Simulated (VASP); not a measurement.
## ZrC: single point with r2SCAN

Crystal: ZrC.

```
Zr C
1.0
     0.00000    2.35610    2.35610
     2.35610    0.00000    2.35610
     2.35610    2.35610    0.00000
Zr C
1 1
Direct
  0.50000 0.50000 0.50000
  0.00000 0.00000 0.00000
```

| Quantity | Value |
| --- | --- |
| Program | VASP 6.6.1 |
| Task | single point |
| Functional | r2SCAN |
| Potentials or basis | VASP PAW PBE potentials, release 64 (Zr_sv, C) |
| Cutoff | 520 eV |
| k mesh | 12 × 12 × 12 |
| Occupations | fermi-dirac, width 0.1 eV |
| Spin | no spin polarisation |
| Dipole correction | no |
| Further INCAR settings | ALGO = Normal; EDIFF = 1e-06; NBANDS = 15 |

```yaml
Pressure: 0.1 GPa
Band_gap_on_the_k_mesh: zero (band 8 reaches 10.48 eV, above the bottom of band 9 at 9.16 eV)
```

Levels at points of the mesh, in eV from the Fermi level:
```tsv
k point	band 6	band 7	band 8	band 9	band 10	band 11
(0.00, 0.00, 0.00)	0.89	0.89	0.89	1.28	1.28	1.28
(0.50, 0.00, 0.00)	-5.47	-3.11	-3.11	4.74	4.74	5.64
(0.50, 0.50, 0.00)	-2.25	-1.64	-0.03	-0.03	4.55	5.90
```

It took 2.2 min on 1 thread of Intel(R) Xeon(R) Platinum 8259CL CPU @ 2.50GHz (Skylake/Cascade Lake), on a shared host, peak memory 0.18 GiB.

Caveat: the PAW data sets were made with another functional, which shifts forces and pressure a little.
